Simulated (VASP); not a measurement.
Wanted: the native input for a VASP 6.6.1 run.

* Task: single point
* Functional: LDA
* Potentials or basis: VASP PAW LDA potentials, release 64 (Ir_sv_GW)
* Cutoff: 560 eV
* k mesh: 18 × 18 × 18
* Occupations: gaussian, width 0.1 eV
* Spin: no spin polarisation
* Dipole correction: no
* Further INCAR settings: ALGO = Normal; EDIFF = 1e-06; NBANDS = 14

The structure of Ir lies in POSCAR:

```
Ir
1.0
    0.0000000000      1.9054060557      1.9054060557
    1.9054060557      0.0000000000      1.9054060557
    1.9054060557      1.9054060557      0.0000000000
Ir
1
Direct
    0.0000000000      0.0000000000      0.0000000000
```

One way to write it, as run:

INCAR

```
PREC     = Accurate       # precision mode
ENCUT    = 560            # plane-wave cutoff, eV
EDIFF    = 1E-6           # SCF threshold, eV
ISMEAR   = 0              # smearing method
SIGMA    = 0.1            # smearing width, eV
LREAL    = False          # projectors in reciprocal space
LASPH    = True           # aspherical terms in the spheres
NELM     = 120            # most SCF steps
ALGO     = Normal         # electronic algorithm
ISIF     = 2              # what is computed and relaxed
LWAVE    = False          # write WAVECAR
LCHARG   = False          # write CHGCAR
NBANDS   = 14             # bands
GGA_COMPAT= False
```

KPOINTS

```
regular mesh
0
Gamma
  18 18 18
```

Potentials or basis: VASP PAW LDA potentials, release 64 (Ir_sv_GW).

Run with:

```sh
$ cat potpaw_LDA.64/Ir_sv_GW/POTCAR > POTCAR
$ mpirun -np 1 vasp_std > vasp.out
```

It gave:

The pressure is -0.3 GPa and the band gap on the k mesh is zero (an odd number of electrons rules out a gap without spin polarisation).

Caveat: spin-orbit coupling is left out, which moves the levels of the heavy elements.

Run time: 12 s on 1 thread of Intel(R) Xeon(R) 6975P-C (Granite Rapids), with other jobs on the host, peak memory 0.17 GiB.
